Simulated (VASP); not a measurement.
# Rh (P6_3/mmc) in VASP: notebook

Runs on Rh. Level: PBEsol. Tasks: single point.

Program: VASP 6.6.1. These are calculated values, not measurements. Logs are shortened: lines on timing, memory, paths and dates and some standing lists are left out, and cuts for length are marked.

### Step 1. The cell of the first run

It takes space group P6_3/mmc (No. 194, hexagonal). Conventional cell: a = 2.681 Å, b = 2.681 Å, c = 4.353 Å, α = 90.00°, β = 90.00°, γ = 120.00°. Rh (site symmetry -6m2) has 12 Rh at 2.67 to 2.68 Å within 3.5 Å.

This isn't the form of Rh at room conditions, which is fcc.

### Step 2. Single point, PBEsol

INCAR reads:

```
PREC     = Accurate       # precision mode
ENCUT    = 500            # plane-wave cutoff, eV
EDIFF    = 1E-6           # SCF threshold, eV
ISMEAR   = 0              # smearing method
SIGMA    = 0.05           # smearing width, eV
LREAL    = False          # projectors in reciprocal space
LASPH    = True           # aspherical terms in the spheres
NELM     = 120            # most SCF steps
ALGO     = Normal         # electronic algorithm
ISIF     = 2              # what is computed and relaxed
LWAVE    = False          # write WAVECAR
LCHARG   = True           # write CHGCAR
GGA      = PS             # functional
LELF     = True           # ELF
LVHAR    = True         
NBANDS   = 22             # bands
GGA_COMPAT= False
```

KPOINTS reads:

```
regular mesh
0
Gamma
  9 9 5
```

POSCAR reads:

```
Rh
1.0
    2.6812414163      0.0000000000      0.0000000000
   -1.3406207082      2.3220231802      0.0000000000
    0.0000000000      0.0000000000      4.3531302127
Rh
2
Direct
    0.6666666667      0.3333333333      0.7500000000
    0.3333333333      0.6666666667      0.2500000000
```

Potentials or basis: VASP PAW PBE potentials, release 64 (Rh_pv).

Launch:

```bash
> cat potpaw_PBE.64/Rh_pv/POTCAR > POTCAR
> mpirun -np 1 vasp_std > vasp.out
```

OUTCAR:

```text
PREC = Accurate
   ENCUT = 500
   EDIFF = 1E-6
   ISMEAR = 0
   LREAL = False
   LASPH = True
   NELM = 120
   ISIF = 2
   GGA = PS

 ion  position               nearest neighbor table
   1  0.667  0.333  0.750-   2 2.67   2 2.67   2 2.67   2 2.67   2 2.67   2 2.67
   2  0.333  0.667  0.250-   1 2.67   1 2.67   1 2.67   1 2.67   1 2.67   1 2.67

  LATTYP: Found a hexagonal cell.
 ALAT       =     2.6812414163
 C/A-ratio  =     1.6235502653

  Lattice vectors:

 A1 = (   2.6812414163,   0.0000000000,   0.0000000000)
 A2 = (  -1.3406207082,   2.3220231802,   0.0000000000)
 A3 = (   0.0000000000,   0.0000000000,   4.3531302127)

Analysis of symmetry for initial positions (statically):
=====================================================================
 Subroutine PRICEL returns:
 Original cell was already a primitive cell.

 Routine SETGRP: Setting up the symmetry group for a
 hexagonal supercell.

 Subroutine GETGRP returns: Found 24 space group operations
 (whereof 12 operations were pure point group operations)
 out of a pool of 24 trial point group operations.

The static configuration has the point symmetry D_3d.
 The point group associated with its full space group is D_6h.

Analysis of symmetry for dynamics (positions and initial velocities):
=====================================================================
 Subroutine PRICEL returns:
 Original cell was already a primitive cell.

 Routine SETGRP: Setting up the symmetry group for a
 hexagonal supercell.

 Subroutine GETGRP returns: Found 24 space group operations
 (whereof 12 operations were pure point group operations)
 out of a pool of 24 trial point group operations.

The dynamic configuration has the point symmetry D_3d.
 The point group associated with its full space group is D_6h.

 Subroutine INISYM returns: Found 24 space group operations
 (whereof 12 operations are pure point group operations),
 and found     1 'primitive' translations

----------------------------------------------------------------------------------------

                                     Primitive cell

  volume of cell :      27.1022

  direct lattice vectors                    reciprocal lattice vectors
     2.681241416  0.000000000  0.000000000     0.372961567  0.215329461  0.000000000
    -1.340620708  2.322023180  0.000000000     0.000000000  0.430658922  0.000000000
     0.000000000  0.000000000  4.353130213     0.000000000  0.000000000  0.229719754

  length of vectors
     2.681241416  2.681241416  4.353130213     0.430658922  0.430658922  0.229719754

  position of ions in fractional coordinates (direct lattice)
     0.666666667  0.333333333  0.750000000
     0.333333333  0.666666667  0.250000000

  ion indices of the primitive-cell ions
   primitive index   ion index
                 1           1
                 2           2

----------------------------------------------------------------------------------------

 KPOINTS: regular mesh

Automatic generation of k-mesh.
 Grid dimensions read from file:
 generate k-points for:    9    9    5

 Generating k-lattice:

  Cartesian coordinates                     Fractional coordinates (reciprocal lattice)
     0.041440174  0.023925496  0.000000000     0.111111111  0.000000000  0.000000000
     0.000000000  0.047850991  0.000000000     0.000000000  0.111111111  0.000000000
     0.000000000  0.000000000  0.045943951     0.000000000  0.000000000  0.200000000

  Length of vectors
     0.047850991  0.047850991  0.045943951

  Shift w.r.t. Gamma in fractional coordinates (k-lattice)
     0.000000000  0.000000000  0.000000000

 Subroutine IBZKPT returns following result:
 ===========================================

 Found     36 irreducible k-points:

 Following reciprocal coordinates:
            Coordinates               Weight
  0.000000  0.000000  0.000000      1.000000
  0.111111 -0.000000  0.000000      6.000000
  0.222222 -0.000000  0.000000      6.000000
  0.333333 -0.000000  0.000000      6.000000
  0.444444 -0.000000  0.000000      6.000000
  0.111111  0.111111  0.000000      6.000000
[... 16 lines left out ...]
  0.333333  0.222222  0.200000     24.000000
  0.333333  0.333333  0.200000      4.000000
 [... further k-points ...]
   k-points           NKPTS =     36   k-points in BZ     NKDIM =     36   number of bands    NBANDS=     22
   number of dos      NEDOS =    301   number of ions     NIONS =      2
   total plane-waves  NPLWV =  12800
   dimension x,y,z NGX =    20 NGY =   20 NGZ =   32
   dimension x,y,z NGXF=    40 NGYF=   40 NGZF=   64
   ions per type =               2
   NGX,Y,Z   is equivalent  to a cutoff of  12.40, 12.40, 12.22 a.u.
   NGXF,Y,Z  is equivalent  to a cutoff of  24.80, 24.80, 24.44 a.u.
 SYSTEM =  unknown system
   PREC   = accura    normal or accurate (medium, high low for compatibility)
   ISTART =      0    job   : 0-new  1-cont  2-samecut
   ICHARG =      2    charge: 1-file 2-atom 10-const
   ISPIN  =      1    spin polarized calculation?
   LNONCOLLINEAR =      F non collinear calculations
   LSORBIT =      F    spin-orbit coupling
   LASPH  =      T    aspherical Exc in radial PAW
   ENCUT  =  500.0 eV  36.75 Ry    6.06 a.u.   4.89  4.89  7.94*2*pi/ulx,y,z
   NELM   =    120;   NELMIN=  2; NELMDL= -5     # of ELM steps
   EDIFF  = 0.1E-05   stopping-criterion for ELM
   LREAL  =      F    real-space projection
   EDIFFG = 0.1E-04   stopping-criterion for IOM
   NSW    =      0    number of steps for IOM
   IBRION =     -1    ionic relax: 0-MD 1-quasi-New 2-CG
   NFREE  =      0    steps in history (QN), initial steepest desc. (CG)
   ISIF   =      2    stress and relaxation
   ISYM   =      2    0-nonsym 1-usesym 2-fastsym
   POTIM  = 0.5000    time-step for ionic-motion
   TEBEG  =    0.0;   TEEND  =   0.0 temperature during run
   PSTRESS=    0.0 pullay stress
   NELECT =      30.0000    total number of electrons
   NUPDOWN=      -1.0000    fix difference up-down
   EMIN   =  10.00;   EMAX   =-10.00  energy-range for DOS
   EFERMI =   0.00;   METHOD = LEGACY
   ISMEAR =     0;   SIGMA  =   0.05  broadening in eV -4-tet -1-fermi 0-gaus
   EFERMI_NEDOS =   21; number of points for ismear=-14 and -15
   IALGO  =     38    algorithm
   IMIX   =      4    mixing-type and parameters
     AMIX     =   0.40;   BMIX     =  1.00
     AMIX_MAG =   1.60;   BMIX_MAG =  1.00
  volume/ion in A,a.u.               =      13.55        91.45
  Fermi-wavevector in a.u.,A,eV,Ry     =   1.693482  3.200217 39.019886  2.867881
  Thomas-Fermi vector in A             =   2.774880
   LORBIT       =      0    0 simple, 1 ext, 2 COOP (PROOUT), +10 PAW based schemes
   GGA     = PS    functional components
   LHFCALC =     F    Hartree Fock is set to
   AEXX    =    0.0000 exact exchange contribution
   IVDW    =     0    specifies the selected vdW correction
   LEPSILON=     F    determine dielectric tensor
   LRPA    =     F    only Hartree local field effects (RPA)
 non-spin polarized calculation
 Gauss-broadening in eV      SIGMA  =   0.05
  energy-cutoff  :      500.00
  volume of cell :       27.10
 maximum number of plane-waves:       705
 NGX is ok and might be reduce to    20
   NGX =  9   NGY =  9   NGZ = 15

 number of electron      30.0000004 magnetization

 Free energy of the ion-electron system (eV)
  ---------------------------------------------------
  ext. energy  EPLUGINS =         0.00000000
  ---------------------------------------------------
  free energy    TOTEN  =       -16.19580387 eV

  energy without entropy =      -16.19199886  energy(sigma->0) =      -16.19390137

 E-fermi :  12.0986     XC(G=0): -14.3099

 val. band max:       12.0721611210   @ k =   0.3333   0.1111   0.2000
 cond. band min:      12.1158858821   @ k =   0.2222   0.1111   0.4000
 fundamental gap:      0.0437247611
 Fermi energy:        12.0986481445

 k-point     1 :       0.0000    0.0000    0.0000
  band No.  band energies     occupation
      1     -35.1202      2.00000
      2     -34.4176      2.00000
      3     -34.4176      2.00000
      4     -34.3345      2.00000
      5     -34.3071      2.00000
      6     -34.3071      2.00000
[... 14 lines left out ...]
     21      30.1352      0.00000
     22      30.8465      0.00000

 k-point     2 :       0.1111   -0.0000    0.0000
  band No.  band energies     occupation
      1     -35.0902      2.00000
      2     -34.4860      2.00000
      3     -34.4395      2.00000
      4     -34.3777      2.00000
      5     -34.3468      2.00000
      6     -34.3181      2.00000
[... 14 lines left out ...]
     21      30.6172      0.00000
     22      31.0619      0.00000

 k-point     3 :       0.2222   -0.0000    0.0000
  band No.  band energies     occupation
      1     -35.0080      2.00000
      2     -34.6591      2.00000
      3     -34.5517      2.00000
      4     -34.4928      2.00000
      5     -34.3841      2.00000
      6     -34.3477      2.00000
[... 14 lines left out ...]
     21      29.9492      0.00000
     22      29.9945      0.00000

 k-point     4 :       0.3333   -0.0000    0.0000
  band No.  band energies     occupation
      1     -34.8958      2.00000
      2     -34.8562      2.00000
      3     -34.7422      2.00000
      4     -34.5510      2.00000
      5     -34.4451      2.00000
      6     -34.3832      2.00000
[... 14 lines left out ...]
     21      27.2649      0.00000
     22      27.9945      0.00000

 k-point     5 :       0.4444   -0.0000    0.0000
  band No.  band energies     occupation
      1     -34.9845      2.00000
      2     -34.8627      2.00000
      3     -34.7965      2.00000
      4     -34.5879      2.00000
      5     -34.5108      2.00000
      6     -34.4071      2.00000
[... 417 lines left out ...]
 k-point    22 :       0.2222    0.2222    0.2000
  band No.  band energies     occupation
      1     -34.9211      2.00000
      2     -34.8584      2.00000
      3     -34.6920      2.00000
      4     -34.6330      2.00000
      5     -34.5056      2.00000
      6     -34.4540      2.00000
[... 14 lines left out ...]
     21      24.8312      0.00000
     22      27.6708      0.00000

 k-point    23 :       0.3333    0.2222    0.2000
  band No.  band energies     occupation
      1     -34.9457      2.00000
      2     -34.8784      2.00000
      3     -34.7437      2.00000
      4     -34.6341      2.00000
      5     -34.5771      2.00000
      6     -34.4984      2.00000
[... 14 lines left out ...]
     21      24.5457      0.00000
     22      27.2229      0.00000

 k-point    24 :       0.3333    0.3333    0.2000
  band No.  band energies     occupation
      1     -34.8614      2.00000
      2     -34.8528      2.00000
      3     -34.8528      2.00000
      4     -34.6712      2.00000
      5     -34.5577      2.00000
      6     -34.5577      2.00000
[... 14 lines left out ...]
     21      24.5744      0.00000
     22      24.5744      0.00000

 [... further k-points ...]

------------------------ aborting loop because EDIFF is reached ----------------------------------------

  FORCE on cell =-STRESS in cart. coord.  units (eV):
  Direction    XX          YY          ZZ          XY          YZ          ZX
  --------------------------------------------------------------------------------------
  -------------------------------------------------------------------------------------
  Total       -0.0082118     -0.0082118     -0.0031060      0.0000000     -0.0000000      0.0000000
  in kB       -0.4854485     -0.4854485     -0.1836151      0.0000000     -0.0000000      0.0000000
  external PRESSURE =      -0.3848374 kB  Pullay stress =       0.0000000 kB

 VOLUME and BASIS-vectors are now :
 -----------------------------------------------------------------------------
  energy-cutoff  :      500.00
  volume of cell :       27.10
      direct lattice vectors                 reciprocal lattice vectors
     2.681241416  0.000000000  0.000000000     0.372961567  0.215329461  0.000000000
    -1.340620708  2.322023180  0.000000000     0.000000000  0.430658922  0.000000000
     0.000000000  0.000000000  4.353130213     0.000000000  0.000000000  0.229719754

 POSITION                                       TOTAL-FORCE (eV/Angst)
 -----------------------------------------------------------------------------------
      1.34062      0.77401      3.26485         0.000000      0.000000      0.000000
     -0.00000      1.54802      1.08828        -0.000000     -0.000000      0.000000
 -----------------------------------------------------------------------------------
    total drift:                               -0.000000      0.000000     -0.000000

  FREE ENERGIE OF THE ION-ELECTRON SYSTEM (eV)
  ---------------------------------------------------
  free  energy   TOTEN  =       -16.1958038739 eV

  energy  without entropy=      -16.1919988574  energy(sigma->0) =      -16.19390137
```

It took 6.6 s on 1 thread of Intel Xeon 6975P-C (Granite Rapids), shared host; peak memory 0.14 GiB.

Results:

| Item | Value |
| --- | --- |
| Free energy | -16.1958 eV |
| Pressure | 0.0 GPa |
| Band gap on the k mesh | zero (bands 15 and 16 overlap by 2.17 eV) |

Levels at points of the mesh, in eV from the Fermi level:
```tsv
k point	band 11	band 12	band 13	band 14	band 15	band 16	band 17	band 18	band 19	band 20
(0.00, 0.00, 0.00)	-3.09	-2.56	-2.56	-1.92	-1.92	0.17	0.17	0.60	8.68	15.86
```

Caveat: the PAW data sets were made with another functional, which shifts forces and pressure a little.

### Step 3. Single point, PBEsol

This run uses another cell than the first one, of 13.75 Å³/atom.

INCAR reads:

```
SYSTEM = Rh
PREC     = Accurate       ! precision mode
ENCUT    = 500            ! plane-wave cutoff, eV
EDIFF    = 1E-6           ! SCF threshold, eV
ISMEAR   = 0              ! smearing method
SIGMA    = 0.05           ! smearing width, eV
LREAL    = .False.        ! projectors in reciprocal space
LASPH    = .True.         ! aspherical terms in the spheres
NELM     = 120            ! most SCF steps
ALGO     = Normal         ! electronic algorithm
ISIF     = 2              ! what is computed and relaxed
LWAVE    = .False.        ! write WAVECAR
LCHARG   = .False.        ! write CHGCAR
GGA      = PS             ! functional
NBANDS   = 22             ! bands
GGA_COMPAT= .False.
```

KPOINTS reads:

```
Automatic mesh
0
Gamma
  9 9 5
  0 0 0
```

POSCAR reads:

```
Rh
1.0
    2.6945811454      0.0000000000      0.0000000000
   -1.3472905727      2.3335757245      0.0000000000
    0.0000000000      0.0000000000      4.3747879335
Rh
2
Direct
    0.6666666667      0.3333333333      0.7500000000
    0.3333333333      0.6666666667      0.2500000000
```

Potentials or basis: VASP PAW PBE potentials, release 64 (Rh_pv).

Launch:

```bash
> cat potpaw_PBE.64/Rh_pv/POTCAR > POTCAR
> mpirun -np 1 vasp_std > vasp.out
```

Wall time 6.4 s (1 thread of Intel Xeon 6975P-C (Granite Rapids), shared host); peak memory 0.14 GiB.

It converged, with:

```
Free energy            : -16.1906 eV
Pressure               : -4.2 GPa
Band gap on the k mesh : zero (bands 15 and 16 overlap by 2.11 eV)
```

Levels at points of the mesh, in eV from the Fermi level:
| k point | band 12 | band 13 | band 14 | band 15 | band 16 | band 17 | band 18 | band 19 |
| --- | --- | --- | --- | --- | --- | --- | --- | --- |
| (0.00, 0.00, 0.00) | -2.50 | -2.50 | -1.87 | -1.87 | 0.16 | 0.16 | 0.62 | 8.53 |

Caveat: the cell stands under tension; the PAW data sets were made with another functional, which shifts forces and pressure a little.

(Continued in part 2 of 2.)
